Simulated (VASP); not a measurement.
Wanted: the native input for a VASP 6.6.1 run.

| Property | Result |
| --- | --- |
| Task | single point |
| Functional | PBE |
| Dispersion | D3(BJ) |
| Potentials or basis | VASP PAW PBE potentials, release 64 (Se, In_d) |
| Cutoff | 520 eV |
| k mesh | 9 × 9 × 1 |
| Occupations | gaussian, width 0.05 eV |
| Spin | no spin polarisation |
| Dipole correction | yes |
| Further INCAR settings | ALGO = Normal; EDIFF = 1e-06; NBANDS = 48 |

The structure of InSe lies in POSCAR:

```
InSe
1.0
    4.0266104108      0.0000000000      0.0000000000
   -2.0133052054      3.4871469069      0.0000000000
    0.0000000000      0.0000000000     28.2707105452
Se In
4 4
Direct
    0.0000000000      0.0000000000      0.1591753413
    0.0000000000      0.0000000000      0.3496677332
    0.4444444444      0.1111111111      0.4738244994
    0.4444444444      0.1111111111      0.6643168913
    0.6666666667      0.3333333333      0.2049979888
    0.6666666667      0.3333333333      0.3038451603
   -0.2222222222     -0.2222222222      0.5196471469
   -0.2222222222     -0.2222222222      0.6184943184
```

This cell differs from its parent crystal: layers slid over each other.

One way to write it, as run:

INCAR

```
ALGO     = Normal         # electronic algorithm
DIPOL    = 0.5 0.5 0.412
EDIFF    = 1E-6           # SCF threshold, eV
ENCUT    = 520            # plane-wave cutoff, eV
GGA      = PE             # functional
IDIPOL   = 3            
ISIF     = 2              # what is computed and relaxed
ISMEAR   = 0              # smearing method
IVDW     = 12             # dispersion correction
LASPH    = True           # aspherical terms in the spheres
LCHARG   = False          # write CHGCAR
LDIPOL   = True         
LREAL    = False          # projectors in reciprocal space
LWAVE    = False          # write WAVECAR
NBANDS   = 48             # bands
NELM     = 100            # most SCF steps
PREC     = Accurate       # precision mode
SIGMA    = 0.05           # smearing width, eV
```

KPOINTS

```
k-points
0
Gamma
  9 9 1
```

Potentials or basis: VASP PAW PBE potentials, release 64 (Se, In_d).

Command:

```sh
$ cat potpaw_PBE.64/Se/POTCAR potpaw_PBE.64/In_d/POTCAR > POTCAR
$ mpirun -np 1 vasp_std > vasp.out
```

It gave:

```yaml
Largest_force: 0.063 eV/Å
Band_gap_on_the_k_mesh: 1.20 eV (least direct gap 1.24 eV)
Dispersion_energy_per_atom: -0.249 eV
```

Caveat: the cell differs from its parent crystal (layers slid over each other); spin-orbit coupling is left out, which moves the levels of the heavy elements.

It took 16 min on 1 thread of Oxide Virtual Turin-like Processor (shared host), peak memory 0.8 GiB.
